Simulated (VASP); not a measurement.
A run of VASP 6.6.1:

The input INCAR:

```
SYSTEM = Sr
ALGO = Normal
EDIFF = 1E-7
ENCUT = 520
ISIF = 2
ISMEAR = 1
LASPH = .TRUE.
LCHARG = .FALSE.
LREAL = .FALSE.
LWAVE = .FALSE.
NBANDS = 22
NELM = 80
PREC = Accurate
SIGMA = 0.15
```

The input KPOINTS:

```
k-points
0
G
  4 4 4
  0 0 0
```

POSCAR

```
Sr
1.0
    5.6502200000      0.0000000000      0.0000000000
    0.0000000000      5.6502200000      0.0000000000
    0.0000000000      0.0000000000      5.6502200000
Sr
3
Direct
    0.5000000000      0.5000000000      0.0000000000
    0.5000000000      0.0000000000      0.5000000000
    0.0000000000      0.5000000000      0.5000000000
```

Potentials or basis: VASP PAW LDA potentials, release 64 (Sr_sv).

Run with:

```sh
$ cat potpaw_LDA.64/Sr_sv/POTCAR > POTCAR
$ mpirun -np 1 vasp_std > vasp.out
```

Hardware: 1 thread of Intel Xeon 8259CL, on a shared host.

Estimate the wall time of this run.

Wall time 54 s on 1 thread of Intel Xeon 8259CL (shared host), peak memory 0.21 GiB. Counts: scf iterations 13, k points 10.
